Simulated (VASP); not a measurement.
# SiNi (Pmmn) in VASP: electric field gradients with LDA

Aim: the electric field gradients of SiNi with LDA.

Everything below comes from runs of VASP 6.6.1. Logs are shortened: lines on timing, memory, paths and dates and some standing lists are left out, and cuts for length are marked.

### 1 The cell of the first run

The structure is orthorhombic, space group Pmmn (No. 59). Conventional cell: a = 3.066 Å, b = 3.317 Å, c = 4.760 Å, α = 90.00°, β = 90.00°, γ = 90.00°. Within 3.1 Å of Si (site symmetry mm2) lie 6 Ni at 2.37 to 2.43 Å and 6 Si at 2.71 to 3.07 Å. Ni (site symmetry mm2) has 6 Si at 2.37 to 2.43 Å and 6 Ni at 2.70 to 3.07 Å within 3.1 Å.

### 2 Electric field gradients, LDA, collinear spin, ferromagnetic start (12.10 Å³/atom)

The input, INCAR:

```
SYSTEM = SiNi
ALGO = Normal
EDIFF = 1E-8
ENCUT = 520
GGA_COMPAT = .False.
ISIF = 2
ISMEAR = -1
ISPIN = 2
LASPH = .True.
LCHARG = .False.
LEFG = .True.
LMAXMIX = 4
LORBIT = 11
LREAL = .False.
LWAVE = .False.
MAGMOM = 0 0 1.5 1.5
NBANDS = 26
NELM = 200
PREC = Accurate
SIGMA = 0.05
```

The input, KPOINTS:

```
k-points
0
Gamma
  11 10 7
  0 0 0
```

The input, POSCAR:

```
SiNi
1.0
    3.0664485148      0.0000000000      0.0000000000
    0.0000000000      3.3165773084      0.0000000000
    0.0000000000      0.0000000000      4.7595797209
Si Ni
2 2
Direct
    0.5000000000      0.5000000000      0.8423000000
    0.0000000000      0.0000000000      0.1577000000
    0.5000000000      0.5000000000      0.3442200000
    0.0000000000      0.0000000000      0.6557800000
```

Potentials or basis: VASP PAW LDA potentials, release 64 (Si, Ni).

On the command line:

```console
$ cat potpaw_LDA.64/Si/POTCAR potpaw_LDA.64/Ni/POTCAR > POTCAR
$ mpirun -np 1 vasp_std > vasp.out
```

OUTCAR:

```text
SYSTEM = SiNi
   EDIFF = 1E-8
   ENCUT = 520
   ISIF = 2
   ISMEAR = -1
   ISPIN = 2
   LASPH = .True.
   LORBIT = 11
   LREAL = .False.
   NELM = 200
   PREC = Accurate

 ion  position               nearest neighbor table
   1  0.500  0.500  0.842-   3 2.37   3 2.39   4 2.43   4 2.43   4 2.43   4 2.43   2 2.71   2 2.71
                             2 2.71   2 2.71
   2  0.000  0.000  0.158-   4 2.37   4 2.39   3 2.43   3 2.43   3 2.43   3 2.43   1 2.71   1 2.71
                             1 2.71   1 2.71
   3  0.500  0.500  0.344-   1 2.37   1 2.39   2 2.43   2 2.43   2 2.43   2 2.43   4 2.70   4 2.70
                             4 2.70   4 2.70
   4  0.000  0.000  0.656-   2 2.37   2 2.39   1 2.43   1 2.43   1 2.43   1 2.43   3 2.70   3 2.70
                             3 2.70   3 2.70

  LATTYP: Found a simple orthorhombic cell.
 ALAT       =     3.0664485148
 B/A-ratio  =     1.0815695396
 C/A-ratio  =     1.5521472798

  Lattice vectors:

 A1 = (   3.0664485148,   0.0000000000,   0.0000000000)
 A2 = (   0.0000000000,   3.3165773084,   0.0000000000)
 A3 = (   0.0000000000,   0.0000000000,   4.7595797209)

Analysis of symmetry for initial positions (statically):
=====================================================================
 Subroutine PRICEL returns:
 Original cell was already a primitive cell.

 Routine SETGRP: Setting up the symmetry group for a
 simple orthorhombic supercell.

 Subroutine GETGRP returns: Found  8 space group operations
 (whereof  4 operations were pure point group operations)
 out of a pool of  8 trial point group operations.

The static configuration has the point symmetry C_2v.
 The point group associated with its full space group is D_2h.

Analysis of symmetry for dynamics (positions and initial velocities):
=====================================================================
 Subroutine PRICEL returns:
 Original cell was already a primitive cell.

 Routine SETGRP: Setting up the symmetry group for a
 simple orthorhombic supercell.

 Subroutine GETGRP returns: Found  8 space group operations
 (whereof  4 operations were pure point group operations)
 out of a pool of  8 trial point group operations.

The dynamic configuration has the point symmetry C_2v.
 The point group associated with its full space group is D_2h.

[... 1577 lines left out ...]
  Direction    XX          YY          ZZ          XY          YZ          ZX
  --------------------------------------------------------------------------------------
  -------------------------------------------------------------------------------------
  Total       -4.1480165     -4.5393640     -5.3367569      0.0000000      0.0000000      0.0000000
  in kB     -137.2956081   -150.2488598   -176.6418468      0.0000000      0.0000000      0.0000000
  external PRESSURE =    -154.7287716 kB  Pullay stress =       0.0000000 kB

 VOLUME and BASIS-vectors are now :
 -----------------------------------------------------------------------------
  energy-cutoff  :      520.00
  volume of cell :       48.41
      direct lattice vectors                 reciprocal lattice vectors
     3.066448515  0.000000000  0.000000000     0.326110155  0.000000000  0.000000000
     0.000000000  3.316577308  0.000000000     0.000000000  0.301515661  0.000000000
     0.000000000  0.000000000  4.759579721     0.000000000  0.000000000  0.210102584

 POSITION                                       TOTAL-FORCE (eV/Angst)
 -----------------------------------------------------------------------------------
      1.53322      1.65829      4.00899         0.000000      0.000000     -0.241573
      0.00000      0.00000      0.75059         0.000000      0.000000      0.241573
      1.53322      1.65829      1.63834         0.000000      0.000000     -0.246993
      0.00000      0.00000      3.12124         0.000000      0.000000      0.246993
 -----------------------------------------------------------------------------------
    total drift:                                0.000000      0.000000      0.000000

  FREE ENERGIE OF THE ION-ELECTRON SYSTEM (eV)
  ---------------------------------------------------
  free  energy   TOTEN  =       -27.0923850485 eV

  energy  without entropy=      -27.0805889655  energy(sigma->0) =      -27.08648701

 Electric field gradients (V/A^2)
---------------------------------------------------------------------
 ion       V_xx      V_yy      V_zz      V_xy      V_xz      V_yz
---------------------------------------------------------------------
   1      24.739     9.203   -33.942     0.000     0.000     0.000
   2      24.739     9.203   -33.942    -0.000    -0.000    -0.000
   3       4.989     7.918   -12.906     0.000    -0.000    -0.000
   4       4.989     7.918   -12.906     0.000    -0.000     0.000
---------------------------------------------------------------------

 Electric field gradients after diagonalization (V/A^2)
 (convention: |V_zz| > |V_xx| > |V_yy|)
----------------------------------------------------------------------
 ion       V_xx      V_yy      V_zz     asymmetry (V_yy - V_xx)/ V_zz
----------------------------------------------------------------------
   1      24.739     9.203   -33.942       0.458
   2      24.739     9.203   -33.942       0.458
   3       7.918     4.989   -12.906       0.227
   4       7.918     4.989   -12.906       0.227
----------------------------------------------------------------------

           NMR quadrupolar parameters

 Cq : quadrupolar parameter    Cq=e*Q*V_zz/h
 eta: asymmetry parameters     (V_yy - V_xx)/ V_zz
 Q  : nuclear electric quadrupole moment in mb (millibarn)
----------------------------------------------------------------------
 ion       Cq(MHz)       eta       Q (mb)
----------------------------------------------------------------------
   1      -0.082       0.458       1.000
   2      -0.082       0.458       1.000
   3      -0.031       0.227       1.000
   4      -0.031       0.227       1.000
----------------------------------------------------------------------

 total charge

# of ion       s       p       d       tot
------------------------------------------
    1        0.759   0.831   0.000   1.590
    2        0.759   0.831   0.000   1.590
    3        0.461   0.557   8.460   9.478
    4        0.461   0.557   8.460   9.478
--------------------------------------------------
tot          2.440   2.775  16.919  22.135

 magnetization (x)

# of ion       s       p       d       tot
------------------------------------------
    1       -0.000  -0.000   0.000  -0.000
    2       -0.000  -0.000   0.000  -0.000
    3        0.000   0.000  -0.000  -0.000
    4        0.000   0.000  -0.000  -0.000
--------------------------------------------------
tot         -0.000  -0.000  -0.000  -0.000
```

It took 4.2 min on 1 thread of Intel Xeon Platinum 8259CL at 2.50GHz (Skylake/Cascade Lake), shared host; peak memory 0.34 GiB.

What came out:

| Quantity | Value |
| --- | --- |
| Free energy | -27.0924 eV |
| Pressure | -15.5 GPa |
| Largest force | 0.247 eV/Å |
| Band gap on the k mesh | zero (filled and empty bands overlap) |
| Net moment | 0.00 μB per cell |
| Largest electric field gradient by atom | Si -33.9; Ni -12.9 V/Å² |
| Valence electrons inside the program's atomic spheres | Si 1.59; Ni 9.48 |

Forces on the atoms (eV/Å):
```
Si   0.000  0.000 -0.242
Si   0.000  0.000  0.242
Ni   0.000  0.000 -0.247
Ni   0.000  0.000  0.247
```

Levels at points of the mesh, in eV from the Fermi level:
Spin up:
```csv
k point,band 10,band 11,band 12,band 13,band 14,band 15,band 16,band 17,band 18,band 19
"(0.00, 0.00, 0.00)",-2.39,-2.18,-1.86,-1.83,-0.97,0.78,2.75,5.12,5.17,6.52
"(0.00, 0.50, 0.00)",-2.47,-2.09,-2.09,-1.92,-1.92,1.17,1.17,4.45,4.45,7.32
```
Spin down:
```tsv
k point	band 10	band 11	band 12	band 13	band 14	band 15	band 16	band 17	band 18	band 19
(0.00, 0.00, 0.00)	-2.39	-2.18	-1.86	-1.83	-0.97	0.78	2.75	5.12	5.17	6.52
(0.00, 0.50, 0.00)	-2.47	-2.09	-2.09	-1.92	-1.92	1.17	1.17	4.45	4.45	7.32
```

Electric field gradients, principal values (V/Å²):
| atom | least | middle | greatest (by size) |
| --- | --- | --- | --- |
| 1 Si | 9.203 | 24.739 | -33.942 |
| 2 Si | 9.203 | 24.739 | -33.942 |
| 3 Ni | 4.989 | 7.918 | -12.906 |
| 4 Ni | 4.989 | 7.918 | -12.906 |

Caveat: the cell stands under tension; the moments typed at the start vanished in this run; without QUAD_EFG the Cq values of the log hold for a quadrupole moment of 1 mb, not for the nuclei.
